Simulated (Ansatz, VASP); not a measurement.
# Bi2Te3 in VASP and in Ansatz

```xyz
5
Lattice="2.1783 1.2576 10.0974 -2.1783 1.2576 10.0974 0.0000 -2.5153 10.0974" Properties=species:S:1:pos:R:3 pbc="T T T"
Bi    0.0000    0.0000   12.1169
Bi    0.0000    0.0000   18.1754
Te    0.0000    0.0000    0.0000
Te    0.0000    0.0000    6.3462
Te    0.0000    0.0000   23.9461
```

Change from the starting cell: volume scaled by 0.98, PAW files.

Alike in both runs: task electric field gradients; functional PBE; k mesh 7 × 7 × 7; occupations fermi-dirac, width 0.08 eV; no spin polarisation.

```csv
,VASP,Ansatz
version,VASP 6.6.1,Ansatz 0.2.0
potentials or method,"VASP PAW PBE potentials, release 64 (Bi_d, Te)","PAW with Ansatz's default frozen-core files, scalar-relativistic"
plane-wave cutoff (eV),520,420
valence electrons in the cell,48,78
```

```csv
,VASP,Ansatz,Ansatz less VASP
pressure (GPa),3.1,3.1,+0.02
"traceless stress, the component that is largest in VASP (GPa)",-0.08,-0.09,-0.002
rms of the force components (eV/Å),0.038,0.032,-0.0055
size of Vzz on the site where it differs most (V/Å²),94.1,99.3,+5.26
```

Atom by atom the forces differ by 0.006 eV/Å (rms over components). The functional is the same, so the differences come from potentials, cutoffs and numerics. VASP's potentials hold 48 valence electrons a cell and Ansatz's 78, so a difference there can come from the potentials and not from the codes.

Spin-orbit coupling is off throughout.
